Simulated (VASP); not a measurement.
# WC (P1) in VASP: single point with PBE

Aim: the single point of WC with PBE.

Program: VASP 6.6.1. These are calculated values, not measurements. Logs are shortened: lines on timing, memory, paths and dates and some standing lists are left out, and cuts for length are marked.

## 1. The cell of the first run

The typed cell holds 16 atoms: a = 5.859 Å, b = 5.074 Å, c = 5.740 Å, α = 90.00°, β = 90.00°, γ = 90.00°.

## 2. Single point, PBE

INCAR reads:

```
SYSTEM = WC
ALGO = Normal ; EDIFF = 1E-7
ENCUT = 520 ; GGA = PE
ISIF = 2 ; ISMEAR = -1
LASPH = .TRUE. ; LCHARG = .FALSE.
LREAL = Auto ; LWAVE = .FALSE.
NBANDS = 86 ; NELM = 100
PREC = Accurate ; SIGMA = 0.17
```

KPOINTS reads:

```
k-points
0
G
  2 2 2
  0 0 0
```

POSCAR reads:

```
WC
1.0
   -2.9293250000     -5.0737410000      0.0000000000
    4.3939880000     -2.5368700000      0.0000000000
    0.0000000000      0.0000000000      5.7403420000
W C
8 8
Direct
    0.7479048438      0.5223856680      0.0014110658
    0.7515439819      0.5312296198      0.5053009037
    0.4990189270      0.0257826417     -0.0038151037
    0.4946027551      0.0158517082      0.4990469209
    0.2474300812      0.5051909843      0.0063410856
    0.2506171256      0.5264099518      0.4883681147
    0.0016528571      0.0232230392     -0.0126473301
   -0.0028316339      0.0156361883      0.5026355573
    0.5018923049      0.6691428552      0.2708723627
    0.5016237433      0.6943166371      0.7637524036
    0.2518271211      0.1824273261      0.2600541919
    0.2429318825      0.1986410606      0.7412972955
   -0.0060536932      0.7046142969      0.2361357564
    0.0070057344      0.6944994099      0.7677939746
    0.7579289702      0.1409471943      0.2338362418
    0.7661541007      0.1952928322      0.7522025691
```

Potentials or basis: VASP PAW PBE potentials, release 64 (W_sv, C).

Command:

```
cat potpaw_PBE.64/W_sv/POTCAR potpaw_PBE.64/C/POTCAR > POTCAR
mpirun -np 1 vasp_std > vasp.out
```

OUTCAR:

```text
SYSTEM = WC
   EDIFF = 1E-7
   ENCUT = 520
   GGA = PE
   ISIF = 2
   ISMEAR = -1
   LASPH = .TRUE.
   LREAL = Auto
   NELM = 100
   PREC = Accurate

 ion  position               nearest neighbor table
   1  0.748  0.522  0.001-  10 2.17  13 2.18  16 2.19  14 2.21   9 2.24  15 2.35   2 2.85   2 2.89
                             3 2.91   5 2.93   5 2.93   7 2.94   3 2.94   7 2.95
   2  0.752  0.531  0.505-   9 2.11  16 2.22  10 2.24  13 2.28  14 2.28  15 2.52   8 2.85   1 2.85
                             4 2.88   1 2.89   6 2.93   6 2.94   8 2.99   4 3.02
   3  0.499  0.026  0.996-  15 2.12  10 2.15  11 2.24  16 2.27  12 2.27   9 2.40   5 2.84   4 2.85
                             4 2.89   1 2.91   7 2.91   1 2.94   7 2.95   5 3.03
   4  0.495  0.016  0.499-  11 2.15   9 2.19  12 2.23  10 2.23  15 2.26  16 2.34   3 2.85   6 2.87
                             2 2.88   3 2.89   8 2.91   8 2.94   6 2.96   2 3.02
   5  0.247  0.505  0.006-  12 2.18  14 2.19  11 2.19  13 2.23  10 2.25   9 2.28   6 2.77   7 2.84
                             3 2.84   1 2.93   1 2.93   6 2.98   7 3.00   3 3.03
   6  0.251  0.526  0.488-   9 2.06  11 2.18  12 2.21  13 2.27  14 2.31  10 2.32   5 2.77   4 2.87
                             8 2.89   2 2.93   2 2.94   4 2.96   5 2.98   8 2.99
   7  0.002  0.023  0.987-  14 2.09  15 2.10  16 2.12  13 2.16  12 2.19  11 2.29   8 2.78   5 2.84
                             3 2.91   1 2.94   1 2.95   3 2.95   8 2.96   5 3.00
   8  0.997  0.016  0.503-  16 2.17  15 2.18  12 2.19  13 2.20  11 2.21  14 2.23   7 2.78   2 2.85
                             6 2.89   4 2.91   4 2.94   7 2.96   2 2.99   6 2.99
   9  0.502  0.669  0.271-   6 2.06   2 2.11   4 2.19   1 2.24   5 2.28   3 2.40
  10  0.502  0.694  0.764-   3 2.15   1 2.17   4 2.23   2 2.24   5 2.25   6 2.32
  11  0.252  0.182  0.260-   4 2.15   6 2.18   5 2.19   8 2.21   3 2.24   7 2.29
  12  0.243  0.199  0.741-   5 2.18   7 2.19   8 2.19   6 2.21   4 2.23   3 2.27
  13  0.994  0.705  0.236-   7 2.16   1 2.18   8 2.20   5 2.23   6 2.27   2 2.28
  14  0.007  0.694  0.768-   7 2.09   5 2.19   1 2.21   8 2.23   2 2.28   6 2.31
  15  0.758  0.141  0.234-   7 2.10   3 2.12   8 2.18   4 2.26   1 2.35   2 2.52
  16  0.766  0.195  0.752-   7 2.12   8 2.17   1 2.19   2 2.22   3 2.27   4 2.34

  LATTYP: Found a simple orthorhombic cell.
 ALAT       =     5.0737402319
 B/A-ratio  =     1.1313827152
 C/A-ratio  =     1.1547006410

  Lattice vectors:

 A1 = (   4.3939880000,  -2.5368700000,   0.0000000000)
 A2 = (   0.0000000000,   0.0000000000,   5.7403420000)
 A3 = (  -2.9293250000,  -5.0737410000,   0.0000000000)

Analysis of symmetry for initial positions (statically):
=====================================================================
 Subroutine PRICEL returns:
 Original cell was already a primitive cell.

 Routine SETGRP: Setting up the symmetry group for a
 simple orthorhombic supercell.

 Subroutine GETGRP returns: Found  1 space group operations
 (whereof  1 operations were pure point group operations)
 out of a pool of  8 trial point group operations.

The static configuration has the point symmetry C_1 .

Analysis of symmetry for dynamics (positions and initial velocities):
=====================================================================
 Subroutine PRICEL returns:
 Original cell was already a primitive cell.

 Routine SETGRP: Setting up the symmetry group for a
 simple orthorhombic supercell.

 Subroutine GETGRP returns: Found  1 space group operations
 (whereof  1 operations were pure point group operations)
 out of a pool of  8 trial point group operations.

The dynamic configuration has the point symmetry C_1 .

 Subroutine INISYM returns: Found  1 space group operations
 (whereof  1 operations are pure point group operations),
 and found     1 'primitive' translations

----------------------------------------------------------------------------------------

                                     Primitive cell

  volume of cell :     170.6332

  direct lattice vectors                    reciprocal lattice vectors
    -2.929325000 -5.073741000  0.000000000    -0.085343873 -0.147819934  0.000000000
     4.393988000 -2.536870000  0.000000000     0.170687780 -0.098546611  0.000000000
     0.000000000  0.000000000  5.740342000     0.000000000  0.000000000  0.174205648

  length of vectors
     5.858651098  5.073740232  5.740342000     0.170687754  0.197093259  0.174205648

  position of ions in fractional coordinates (direct lattice)
     0.747904844  0.522385668  0.001411066
     0.751543982  0.531229620  0.505300904
     0.499018927  0.025782642  0.996184896
     0.494602755  0.015851708  0.499046921
     0.247430081  0.505190984  0.006341086
     0.250617126  0.526409952  0.488368115
[... 8 lines left out ...]
     0.757928970  0.140947194  0.233836242
     0.766154101  0.195292832  0.752202569

  ion indices of the primitive-cell ions
   primitive index   ion index
                 1           1
                 2           2
                 3           3
                 4           4
                 5           5
                 6           6
[... 8 lines left out ...]
                15          15
                16          16

----------------------------------------------------------------------------------------

 KPOINTS: k-points

Automatic generation of k-mesh.
 Grid dimensions read from file:
 generate k-points for:    2    2    2

 Generating k-lattice:

  Cartesian coordinates                     Fractional coordinates (reciprocal lattice)
    -0.042671937 -0.073909967  0.000000000     0.500000000 -0.000000000  0.000000000
     0.085343890 -0.049273306  0.000000000     0.000000000  0.500000000  0.000000000
     0.000000000  0.000000000  0.087102824     0.000000000  0.000000000  0.500000000

  Length of vectors
     0.085343877  0.098546630  0.087102824

  Shift w.r.t. Gamma in fractional coordinates (k-lattice)
     0.000000000  0.000000000  0.000000000

 Subroutine IBZKPT returns following result:
 ===========================================

 Found      8 irreducible k-points:

 Following reciprocal coordinates:
            Coordinates               Weight
  0.000000  0.000000  0.000000      1.000000
  0.500000  0.000000  0.000000      1.000000
 -0.000000  0.500000  0.000000      1.000000
  0.500000  0.500000  0.000000      1.000000
  0.000000  0.000000  0.500000      1.000000
  0.500000  0.000000  0.500000      1.000000
 -0.000000  0.500000  0.500000      1.000000
  0.500000  0.500000  0.500000      1.000000
   k-points           NKPTS =      8   k-points in BZ     NKDIM =      8   number of bands    NBANDS=     86
   number of dos      NEDOS =    301   number of ions     NIONS =     16
   total plane-waves  NPLWV =  92160
   dimension x,y,z NGX =    48 NGY =   40 NGZ =   48
   dimension x,y,z NGXF=    96 NGYF=   80 NGZF=   96
   ions per type =               8   8
   NGX,Y,Z   is equivalent  to a cutoff of  13.62, 13.11, 13.90 a.u.
   NGXF,Y,Z  is equivalent  to a cutoff of  27.24, 26.21, 27.80 a.u.
 SYSTEM =  WC
   PREC   = accura    normal or accurate (medium, high low for compatibility)
   ISTART =      0    job   : 0-new  1-cont  2-samecut
   ICHARG =      2    charge: 1-file 2-atom 10-const
   ISPIN  =      1    spin polarized calculation?
   LNONCOLLINEAR =      F non collinear calculations
   LSORBIT =      F    spin-orbit coupling
   LASPH  =      T    aspherical Exc in radial PAW
   ENCUT  =  520.0 eV  38.22 Ry    6.18 a.u.  10.89  9.43 10.67*2*pi/ulx,y,z
   NELM   =    100;   NELMIN=  2; NELMDL= -5     # of ELM steps
   EDIFF  = 0.1E-06   stopping-criterion for ELM
   LREAL  =      T    real-space projection
   EDIFFG = 0.1E-05   stopping-criterion for IOM
   NSW    =      0    number of steps for IOM
   IBRION =     -1    ionic relax: 0-MD 1-quasi-New 2-CG
   NFREE  =      0    steps in history (QN), initial steepest desc. (CG)
   ISIF   =      2    stress and relaxation
   ISYM   =      2    0-nonsym 1-usesym 2-fastsym
   POTIM  = 0.5000    time-step for ionic-motion
   TEBEG  =    0.0;   TEEND  =   0.0 temperature during run
   PSTRESS=    0.0 pullay stress
   NELECT =     144.0000    total number of electrons
   NUPDOWN=      -1.0000    fix difference up-down
   EMIN   =  10.00;   EMAX   =-10.00  energy-range for DOS
   EFERMI =   0.00;   METHOD = LEGACY
   ISMEAR =    -1;   SIGMA  =   0.17  broadening in eV -4-tet -1-fermi 0-gaus
   EFERMI_NEDOS =   21; number of points for ismear=-14 and -15
   IALGO  =     38    algorithm
   IMIX   =      4    mixing-type and parameters
     AMIX     =   0.40;   BMIX     =  1.00
     AMIX_MAG =   1.60;   BMIX_MAG =  1.00
  volume/ion in A,a.u.               =      10.66        71.97
  Fermi-wavevector in a.u.,A,eV,Ry     =   1.547062  2.923524 32.564205  2.393402
  Thomas-Fermi vector in A             =   2.652209
   LORBIT       =      0    0 simple, 1 ext, 2 COOP (PROOUT), +10 PAW based schemes
   GGA     = PE    functional components
[... 5 lines left out ...]
 non-spin polarized calculation
  energy-cutoff  :      520.00
  volume of cell :      170.63
 maximum number of plane-waves:      4630
 NGX is ok and might be reduce to    48
   NGX = 21   NGY = 19   NGZ = 21

 number of electron     144.0000003 magnetization

 Free energy of the ion-electron system (eV)
  ---------------------------------------------------
  ext. energy  EPLUGINS =         0.00000000
  ---------------------------------------------------
  free energy    TOTEN  =      -177.55335192 eV

  energy without entropy =     -177.14654248  energy(sigma->0) =     -177.34994720

 E-fermi :  11.1656     XC(G=0): -13.6384

 val. band max:       11.1629015833   @ k =   0.0000   0.0000   0.5000
 cond. band min:      11.3044975363   @ k =   0.5000   0.0000   0.5000
 fundamental gap:      0.1415959530
 Fermi energy:        11.1656307810

 k-point     1 :       0.0000    0.0000    0.0000
  band No.  band energies     occupation
      1     -63.3604      2.00000
      2     -63.3209      2.00000
      3     -63.3186      2.00000
      4     -63.2908      2.00000
      5     -63.2770      2.00000
      6     -63.2541      2.00000
[... 685 lines left out ...]
     83      14.5369      0.00000
     84      14.6310      0.00000
 [bands above 84 left out]

------------------------ aborting loop because EDIFF is reached ----------------------------------------

  FORCE on cell =-STRESS in cart. coord.  units (eV):
  Direction    XX          YY          ZZ          XY          YZ          ZX
  --------------------------------------------------------------------------------------
  -------------------------------------------------------------------------------------
  Total        3.2132276      1.0392861     -3.2195357     -0.4662794     -0.8401514      1.0513214
  in kB       30.1709118      9.7584777    -30.2301427     -4.3781761     -7.8886827      9.8714842
  external PRESSURE =       3.2330823 kB  Pullay stress =       0.0000000 kB

 VOLUME and BASIS-vectors are now :
 -----------------------------------------------------------------------------
  energy-cutoff  :      520.00
  volume of cell :      170.63
      direct lattice vectors                 reciprocal lattice vectors
    -2.929325000 -5.073741000  0.000000000    -0.085343873 -0.147819934  0.000000000
     4.393988000 -2.536870000  0.000000000     0.170687780 -0.098546611  0.000000000
     0.000000000  0.000000000  5.740342000     0.000000000  0.000000000  0.174205648

 POSITION                                       TOTAL-FORCE (eV/Angst)
 -----------------------------------------------------------------------------------
      0.10450     -5.11990      0.00810        -0.436264      0.101866      0.289457
      0.13270     -5.16080      2.90060        -1.336400      0.311148     -0.220625
     -1.34850     -2.59730      5.71844        -0.717575      0.464701      0.329888
     -1.37920     -2.54970      2.86470        -0.043291     -1.373683      0.242417
      1.49500     -2.53700      0.03640         1.800011     -1.870854     -1.319709
      1.57890     -2.60700      2.80340        -0.229661      1.159121      2.616509
[... 8 lines left out ...]
     -1.60090     -4.20310      1.34230         2.797743     -0.436079      1.383659
     -1.38620     -4.38270      4.31790         0.825153      1.583227     -0.524676
 -----------------------------------------------------------------------------------
    total drift:                                0.008005     -0.002235      0.004192

  FREE ENERGIE OF THE ION-ELECTRON SYSTEM (eV)
  ---------------------------------------------------
  free  energy   TOTEN  =      -177.5533519244 eV

  energy  without entropy=     -177.1465424787  energy(sigma->0) =     -177.34994720
```

It took 3.5 min on 1 thread of AMD EPYC 7R13 (Zen 3), shared host; peak memory 0.29 GiB.

What came out:

- Free energy: -177.5534 eV
- Pressure: 0.3 GPa
- Largest force: 3.152 eV/Å
- Band gap on the k mesh: zero (bands 72 and 73 overlap by 0.04 eV)

Forces in eV/Å, atoms in the order of the input:
```
W   -0.436  0.102  0.289
W   -1.336  0.311 -0.221
W   -0.718  0.465  0.330
W   -0.043 -1.374  0.242
W    1.800 -1.871 -1.320
W   -0.230  1.159  2.617
W   -0.607 -0.397  1.926
W    0.572 -0.586 -1.148
C    0.730 -0.639 -1.934
C   -0.271  0.437 -0.862
C   -0.074  0.378 -0.870
C   -0.733 -0.616  0.371
C   -1.887  0.675  1.396
C   -0.389  0.809 -1.676
C    2.798 -0.436  1.384
C    0.825  1.583 -0.525
```

Stress tensor (GPa, compression positive):
```
 3.02 -0.44  0.99
-0.44  0.98 -0.79
 0.99 -0.79 -3.02
```

Levels at points of the mesh, in eV from the Fermi level:
| k point | band 69 | band 70 | band 71 | band 72 | band 73 | band 74 | band 75 | band 76 |
| --- | --- | --- | --- | --- | --- | --- | --- | --- |
| (0.00, 0.00, 0.00) | -0.90 | -0.79 | -0.74 | -0.35 | -0.04 | 0.71 | 0.80 | 1.62 |
| (0.50, 0.00, 0.00) | -1.18 | -1.01 | -0.16 | -0.05 | 0.29 | 0.43 | 0.53 | 0.57 |
| (0.00, 0.50, 0.00) | -0.91 | -0.79 | -0.38 | -0.16 | 0.81 | 0.89 | 1.75 | 1.81 |
| (0.50, 0.50, 0.00) | -1.82 | -1.78 | -1.68 | -1.49 | 1.36 | 1.48 | 1.58 | 1.65 |
| (0.00, 0.00, 0.50) | -1.33 | -1.27 | -0.09 | 0.00 | 0.24 | 0.30 | 0.48 | 0.59 |
| (0.50, 0.00, 0.50) | -1.38 | -1.28 | -1.21 | -1.13 | 0.14 | 0.27 | 0.33 | 0.43 |
| (0.00, 0.50, 0.50) | -1.53 | -1.37 | -1.34 | -1.21 | 0.52 | 0.53 | 0.89 | 0.99 |
| (0.50, 0.50, 0.50) | -1.97 | -1.84 | -1.72 | -1.46 | 1.17 | 1.23 | 1.26 | 1.42 |

Caveat: the k points lie up to 0.62 Å⁻¹ apart; spin-orbit coupling is left out, which moves the levels of the heavy elements; forces of over 1 eV/Å act on the atoms, so gaps and moduli don't describe the material at rest.
